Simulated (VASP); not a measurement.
# AlN in VASP: further runs

AlN is run at these levels: PBEsol, r2SCAN0, HSE06; tasks: single point.

Program: VASP 6.6.1. These are calculated values, not measurements. Logs are shortened: lines on timing, memory, paths and dates and some standing lists are left out, and cuts for length are marked.

## 1. The cell of the first run

The typed cell holds 4 atoms: a = 3.113 Å, b = 3.113 Å, c = 4.981 Å, α = 90.00°, β = 90.00°, γ = 120.00°.

## 2. Single point, PBEsol (atoms moved at random)

Contents of INCAR:

```
SYSTEM = AlN
PREC = Accurate ; ENCUT = 600
EDIFF = 1E-6 ; ISMEAR = -1
SIGMA = 0.05 ; LREAL = .FALSE.
LASPH = .TRUE. ; NELM = 120
ALGO = Normal ; ISIF = 2
LWAVE = .FALSE. ; LCHARG = .FALSE.
GGA = PS ; NBANDS = 16
GGA_COMPAT = .FALSE.
```

Contents of KPOINTS:

```
regular mesh
0
G
  10 10 6
  0 0 0
```

Contents of POSCAR:

```
AlN
1.0
    3.1130000000      0.0000000000      0.0000000000
   -1.5565000000      2.6959370820      0.0000000000
    0.0000000000      0.0000000000      4.9810000000
Al N
2 2
Direct
    0.6648880000      0.3374970000      0.5017330000
    0.3259010000      0.6703850000     -0.0061290000
    0.6406570000      0.3163710000      0.8687530000
    0.3268930000      0.6631110000      0.3751070000
```

Potentials or basis: VASP PAW PBE potentials, release 64 (Al, N).

On the command line:

```bash
$ cat potpaw_PBE.64/Al/POTCAR potpaw_PBE.64/N/POTCAR > POTCAR
$ mpirun -np 1 vasp_std > vasp.out
```

OUTCAR:

```text
SYSTEM = AlN
   PREC = Accurate
   ENCUT = 600
   EDIFF = 1E-6
   ISMEAR = -1
   LREAL = .FALSE.
   LASPH = .TRUE.
   NELM = 120
   ISIF = 2
   GGA = PS

 ion  position               nearest neighbor table
   1  0.665  0.337  0.502-   3 1.83   4 1.89   4 1.90   4 1.92   2 3.03   2 3.04   2 3.05   2 3.09
                             2 3.10   2 3.11
   2  0.326  0.670  0.994-   3 1.85   4 1.90   3 1.91   3 1.95   1 3.03   1 3.04   1 3.05   1 3.09
                             1 3.10   1 3.11
   3  0.641  0.316  0.869-   1 1.83   2 1.85   2 1.91   2 1.95
   4  0.327  0.663  0.375-   1 1.89   1 1.90   2 1.90   1 1.92

  LATTYP: Found a hexagonal cell.
 ALAT       =     3.1130000000
 C/A-ratio  =     1.6000642467

  Lattice vectors:

 A1 = (   3.1130000000,   0.0000000000,   0.0000000000)
 A2 = (  -1.5565000000,   2.6959370820,   0.0000000000)
 A3 = (   0.0000000000,   0.0000000000,   4.9810000000)

Analysis of symmetry for initial positions (statically):
=====================================================================
 Subroutine PRICEL returns:
 Original cell was already a primitive cell.

 Routine SETGRP: Setting up the symmetry group for a
 hexagonal supercell.

 Subroutine GETGRP returns: Found  1 space group operations
 (whereof  1 operations were pure point group operations)
 out of a pool of 24 trial point group operations.

The static configuration has the point symmetry C_1 .

Analysis of symmetry for dynamics (positions and initial velocities):
=====================================================================
 Subroutine PRICEL returns:
 Original cell was already a primitive cell.

 Routine SETGRP: Setting up the symmetry group for a
 hexagonal supercell.

 Subroutine GETGRP returns: Found  1 space group operations
 (whereof  1 operations were pure point group operations)
 out of a pool of 24 trial point group operations.

The dynamic configuration has the point symmetry C_1 .

 Subroutine INISYM returns: Found  1 space group operations
 (whereof  1 operations are pure point group operations),
 and found     1 'primitive' translations

----------------------------------------------------------------------------------------

                                     Primitive cell

  volume of cell :      41.8028

  direct lattice vectors                    reciprocal lattice vectors
     3.113000000  0.000000000  0.000000000     0.321233537  0.185464269  0.000000000
    -1.556500000  2.695937082  0.000000000     0.000000000  0.370928538  0.000000000
     0.000000000  0.000000000  4.981000000     0.000000000  0.000000000  0.200762899

  length of vectors
     3.113000000  3.113000000  4.981000000     0.370928538  0.370928538  0.200762899

  position of ions in fractional coordinates (direct lattice)
     0.664888000  0.337497000  0.501733000
     0.325901000  0.670385000  0.993871000
     0.640657000  0.316371000  0.868753000
     0.326893000  0.663111000  0.375107000

  ion indices of the primitive-cell ions
   primitive index   ion index
                 1           1
                 2           2
                 3           3
                 4           4

----------------------------------------------------------------------------------------

 KPOINTS: regular mesh

Automatic generation of k-mesh.
 Grid dimensions read from file:
 generate k-points for:   10   10    6

 Generating k-lattice:

  Cartesian coordinates                     Fractional coordinates (reciprocal lattice)
     0.032123354  0.018546427  0.000000000     0.100000000  0.000000000  0.000000000
     0.000000000  0.037092854  0.000000000     0.000000000  0.100000000  0.000000000
     0.000000000  0.000000000  0.033460483     0.000000000  0.000000000  0.166666667

  Length of vectors
     0.037092854  0.037092854  0.033460483

  Shift w.r.t. Gamma in fractional coordinates (k-lattice)
     0.000000000  0.000000000  0.000000000

 Subroutine IBZKPT returns following result:
 ===========================================

 Found    304 irreducible k-points:

 Following reciprocal coordinates:
            Coordinates               Weight
  0.000000  0.000000  0.000000      1.000000
  0.100000 -0.000000  0.000000      2.000000
  0.000000  0.100000  0.000000      2.000000
 -0.100000  0.100000  0.000000      2.000000
  0.200000 -0.000000  0.000000      2.000000
  0.000000  0.200000  0.000000      2.000000
[... 16 lines left out ...]
 -0.200000  0.300000  0.000000      2.000000
  0.100000  0.200000  0.000000      2.000000
 [... further k-points ...]
   k-points           NKPTS =    304   k-points in BZ     NKDIM =    304   number of bands    NBANDS=     16
   number of dos      NEDOS =    301   number of ions     NIONS =      4
   total plane-waves  NPLWV =  31360
   dimension x,y,z NGX =    28 NGY =   28 NGZ =   40
   dimension x,y,z NGXF=    56 NGYF=   56 NGZF=   80
   ions per type =               2   2
   NGX,Y,Z   is equivalent  to a cutoff of  14.95, 14.95, 13.35 a.u.
   NGXF,Y,Z  is equivalent  to a cutoff of  29.91, 29.91, 26.70 a.u.
 SYSTEM =  AlN
   PREC   = accura    normal or accurate (medium, high low for compatibility)
   ISTART =      0    job   : 0-new  1-cont  2-samecut
   ICHARG =      2    charge: 1-file 2-atom 10-const
   ISPIN  =      1    spin polarized calculation?
   LNONCOLLINEAR =      F non collinear calculations
   LSORBIT =      F    spin-orbit coupling
   LASPH  =      T    aspherical Exc in radial PAW
   ENCUT  =  600.0 eV  44.10 Ry    6.64 a.u.   6.22  6.22  9.95*2*pi/ulx,y,z
   NELM   =    120;   NELMIN=  2; NELMDL= -5     # of ELM steps
   EDIFF  = 0.1E-05   stopping-criterion for ELM
   LREAL  =      F    real-space projection
   EDIFFG = 0.1E-04   stopping-criterion for IOM
   NSW    =      0    number of steps for IOM
   IBRION =     -1    ionic relax: 0-MD 1-quasi-New 2-CG
   NFREE  =      0    steps in history (QN), initial steepest desc. (CG)
   ISIF   =      2    stress and relaxation
   ISYM   =      2    0-nonsym 1-usesym 2-fastsym
   POTIM  = 0.5000    time-step for ionic-motion
   TEBEG  =    0.0;   TEEND  =   0.0 temperature during run
   PSTRESS=    0.0 pullay stress
   NELECT =      16.0000    total number of electrons
   NUPDOWN=      -1.0000    fix difference up-down
   EMIN   =  10.00;   EMAX   =-10.00  energy-range for DOS
   EFERMI =   0.00;   METHOD = LEGACY
   ISMEAR =    -1;   SIGMA  =   0.05  broadening in eV -4-tet -1-fermi 0-gaus
   EFERMI_NEDOS =   21; number of points for ismear=-14 and -15
   IALGO  =     38    algorithm
   IMIX   =      4    mixing-type and parameters
     AMIX     =   0.40;   BMIX     =  1.00
     AMIX_MAG =   1.60;   BMIX_MAG =  1.00
  volume/ion in A,a.u.               =      10.45        70.52
  Fermi-wavevector in a.u.,A,eV,Ry     =   1.188629  2.246183 19.222843  1.412839
  Thomas-Fermi vector in A             =   2.324754
   LORBIT       =      0    0 simple, 1 ext, 2 COOP (PROOUT), +10 PAW based schemes
   GGA     = PS    functional components
   LHFCALC =     F    Hartree Fock is set to
   AEXX    =    0.0000 exact exchange contribution
   IVDW    =     0    specifies the selected vdW correction
   LEPSILON=     F    determine dielectric tensor
   LRPA    =     F    only Hartree local field effects (RPA)
 non-spin polarized calculation
  energy-cutoff  :      600.00
  volume of cell :       41.80
 maximum number of plane-waves:      1412
 NGX is ok and might be reduce to    28
   NGX = 13   NGY = 13   NGZ = 19

 number of electron      15.9999999 magnetization

 Free energy of the ion-electron system (eV)
  ---------------------------------------------------
  ext. energy  EPLUGINS =         0.00000000
  ---------------------------------------------------
  free energy    TOTEN  =       -31.24197475 eV

  energy without entropy =      -31.24197475  energy(sigma->0) =      -31.24197475

 E-fermi :   6.9646     XC(G=0): -11.1031

 val. band max:        5.9882082556   @ k =   0.0000   0.0000   0.0000
 cond. band min:      10.1541800299   @ k =   0.0000   0.0000   0.0000
 fundamental gap:      4.1659717743
 Fermi energy:         6.9645650301

 k-point     1 :       0.0000    0.0000    0.0000
  band No.  band energies     occupation
      1      -9.1210      2.00000
      2      -6.9117      2.00000
      3      -0.0371      2.00000
      4       5.1077      2.00000
      5       5.2864      2.00000
      6       5.8654      2.00000
[... 8 lines left out ...]
     15      19.1550      0.00000
     16      19.3064      0.00000

 k-point     2 :       0.1000   -0.0000    0.0000
  band No.  band energies     occupation
      1      -8.9934      2.00000
      2      -6.8389      2.00000
      3       0.1141      2.00000
      4       4.6491      2.00000
      5       4.9702      2.00000
      6       5.3283      2.00000
[... 8 lines left out ...]
     15      19.0533      0.00000
     16      19.1984      0.00000

 k-point     3 :       0.0000    0.1000    0.0000
  band No.  band energies     occupation
      1      -8.9925      2.00000
      2      -6.8401      2.00000
      3       0.1154      2.00000
      4       4.5442      2.00000
      5       5.1026      2.00000
      6       5.3329      2.00000
[... 8 lines left out ...]
     15      19.0723      0.00000
     16      19.2111      0.00000

 k-point     4 :      -0.1000    0.1000    0.0000
  band No.  band energies     occupation
      1      -8.9928      2.00000
      2      -6.8398      2.00000
      3       0.1150      2.00000
      4       4.5888      2.00000
      5       5.0471      2.00000
      6       5.3362      2.00000
[... 8 lines left out ...]
     15      19.0718      0.00000
     16      19.1891      0.00000
[... 324 lines left out ...]
 k-point    22 :      -0.3000    0.2000    0.0000
  band No.  band energies     occupation
      1      -8.2852      2.00000
      2      -6.5036      2.00000
      3       0.9824      2.00000
      4       2.6255      2.00000
      5       3.2165      2.00000
      6       4.4670      2.00000
[... 8 lines left out ...]
     15      18.6053      0.00000
     16      19.7119      0.00000

 k-point    23 :      -0.2000    0.3000    0.0000
  band No.  band energies     occupation
      1      -8.2804      2.00000
      2      -6.5103      2.00000
      3       0.9898      2.00000
      4       2.5874      2.00000
      5       3.2520      2.00000
      6       4.4928      2.00000
[... 8 lines left out ...]
     15      18.2435      0.00000
     16      19.5832      0.00000

 k-point    24 :       0.1000    0.2000    0.0000
  band No.  band energies     occupation
      1      -8.2823      2.00000
      2      -6.5067      2.00000
      3       0.9856      2.00000
      4       2.5987      2.00000
      5       3.2186      2.00000
      6       4.5013      2.00000
[... 8 lines left out ...]
     15      18.5114      0.00000
     16      19.6645      0.00000

 [... further k-points ...]

------------------------ aborting loop because EDIFF is reached ----------------------------------------

  FORCE on cell =-STRESS in cart. coord.  units (eV):
  Direction    XX          YY          ZZ          XY          YZ          ZX
  --------------------------------------------------------------------------------------
  -------------------------------------------------------------------------------------
  Total       -0.7016839      0.0430138      1.2685405     -0.2294971     -0.4732228     -0.1355643
  in kB      -26.8934615      1.6485925     48.6193906     -8.7959419    -18.1372245     -5.1957754
  external PRESSURE =       7.7915072 kB  Pullay stress =       0.0000000 kB

 VOLUME and BASIS-vectors are now :
 -----------------------------------------------------------------------------
  energy-cutoff  :      600.00
  volume of cell :       41.80
      direct lattice vectors                 reciprocal lattice vectors
     3.113000000  0.000000000  0.000000000     0.321233537  0.185464269  0.000000000
    -1.556500000  2.695937082  0.000000000     0.000000000  0.370928538  0.000000000
     0.000000000  0.000000000  4.981000000     0.000000000  0.000000000  0.200762899

 POSITION                                       TOTAL-FORCE (eV/Angst)
 -----------------------------------------------------------------------------------
      1.54448      0.90987      2.49913        -0.090606     -0.309620     -1.265663
     -0.02892      1.80732      4.95047        -0.223923     -0.787900      0.141474
      1.50193      0.85292      4.32726         0.326602      0.847535      1.046063
     -0.01451      1.78771      1.86841        -0.012073      0.249985      0.078127
 -----------------------------------------------------------------------------------
    total drift:                                0.000084     -0.000020      0.000374

  FREE ENERGIE OF THE ION-ELECTRON SYSTEM (eV)
  ---------------------------------------------------
  free  energy   TOTEN  =       -31.2419747522 eV

  energy  without entropy=      -31.2419747521  energy(sigma->0) =      -31.24197475
```

It took 3.3 min on 1 thread of Intel Xeon 6975P-C, shared host; peak memory 0.33 GiB.

What came out:

```
Free energy            : -31.2420 eV
Pressure               : 0.8 GPa
Largest force          : 1.385 eV/Å
Band gap on the k mesh : 4.17 eV, direct
```

Forces in eV/Å, atoms in the order of the input:
```
Al  -0.091 -0.310 -1.266
Al  -0.224 -0.788  0.141
N    0.327  0.848  1.046
N   -0.012  0.250  0.078
```

Caveat: the cell differs from its parent crystal (atoms moved at random); the PAW data sets were made with another functional, which shifts forces and pressure a little. A k mesh can miss the band edges.

(Continued in part 2 of 2.)
